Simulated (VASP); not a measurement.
Here is a VASP 6.6.1 calculation.

POSCAR

```
Al3Cu
1.0
    3.9241510000      0.0000000000      0.0000000000
    0.0000000000      3.9241510000      0.0000000000
    0.0000000000      0.0000000000      3.9241510000
Al Cu
3 1
Direct
    0.0000000000      0.5000000000      0.5000000000
    0.5000000000      0.0000000000      0.5000000000
    0.5000000000      0.5000000000      0.0000000000
    0.0000000000      0.0000000000      0.0000000000
```

INCAR.step1

```
SYSTEM = Al3Cu
PREC = Accurate ; ENCUT = 520
ISMEAR = 0 ; SIGMA = 0.1
LREAL = .FALSE. ; LASPH = .TRUE.
NELM = 80 ; NBANDS = 18
GGA = PE ; ALGO = Normal
EDIFF = 1E-4 ; LWAVE = .TRUE.
LCHARG = .FALSE.
```

Contents of INCAR.step2:

```
SYSTEM = Al3Cu
PREC = Accurate ; ENCUT = 520
EDIFF = 1E-6 ; ISMEAR = 0
SIGMA = 0.1 ; LREAL = .FALSE.
LASPH = .TRUE. ; NELM = 80
ALGO = Normal ; ISIF = 2
LWAVE = .FALSE. ; LCHARG = .TRUE.
METAGGA = R2SCAN ; LMIXTAU = .TRUE.
LELF = .TRUE. ; LVHAR = .TRUE.
NBANDS = 18 ; ISTART = 1
```

File KPOINTS:

```
regular mesh
0
G
  8 8 8
  0 0 0
```

Potentials or basis: VASP PAW PBE potentials, release 64 (Al, Cu).

Command:

```sh
$ cat potpaw_PBE.64/Al/POTCAR potpaw_PBE.64/Cu/POTCAR > POTCAR
$ cp INCAR.step1 INCAR
$ mpirun -np 1 vasp_std > vasp.out
$ cp INCAR.step2 INCAR
$ mpirun -np 1 vasp_std > vasp.out
```

Q: What does it give for the pressure?

A: -2.8 GPa.

Q: Predict the band gap on the k mesh.

A: Zero (band 10 reaches 9.78 eV, above the bottom of band 11 at 6.26 eV).

Caveat: the PAW data sets were made with another functional, which shifts forces and pressure a little.
